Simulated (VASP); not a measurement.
A run of VASP 6.6.1 is set up as follows.

File INCAR:

```
SYSTEM = Ta2CN4
PREC = Accurate
ENCUT = 520
EDIFF = 1E-6
ISMEAR = 0
SIGMA = 0.1
LREAL = .False.
LASPH = .True.
NELM = 60
ALGO = Normal
ISIF = 2
LWAVE = .False.
LCHARG = .True.
GGA = PE
LELF = .True.
LVHAR = .True.
NBANDS = 32
```

The input KPOINTS:

```
Automatic mesh
0
Gamma
  12 12 12
  0 0 0
```

POSCAR

```
Ta2CN4
1.0
   -1.5994643114      2.0974187416      6.9326187306
    1.5994643114     -2.0974187416      6.9326187306
    1.5994643114      2.0974187416     -6.9326187306
Ta C N
2 1 4
Direct
    0.7996039462      0.2996039462      0.5000000000
    0.2003960538      0.7003960538      0.5000000000
    0.0000000000      0.0000000000      0.0000000000
    0.6993687385      0.6993687385      0.0000000000
    0.3006312615      0.3006312615      0.0000000000
    0.9115841011      0.9115841011      0.0000000000
    0.0884158989      0.0884158989      0.0000000000
```

Potentials or basis: VASP PAW PBE potentials, release 64 (Ta_pv, C, N).

Launch:

```console
$ cat potpaw_PBE.64/Ta_pv/POTCAR potpaw_PBE.64/C/POTCAR potpaw_PBE.64/N/POTCAR > POTCAR
$ mpirun -np 1 vasp_std > vasp.out
```

(1) What does it give for the largest force?

(2) Estimate the band gap on the k mesh.

## Answers

(1) 0.085 eV/Å.

(2) zero (bands 23 and 24 overlap by 2.75 eV).

Caveat: spin-orbit coupling is left out, which moves the levels of the heavy elements.
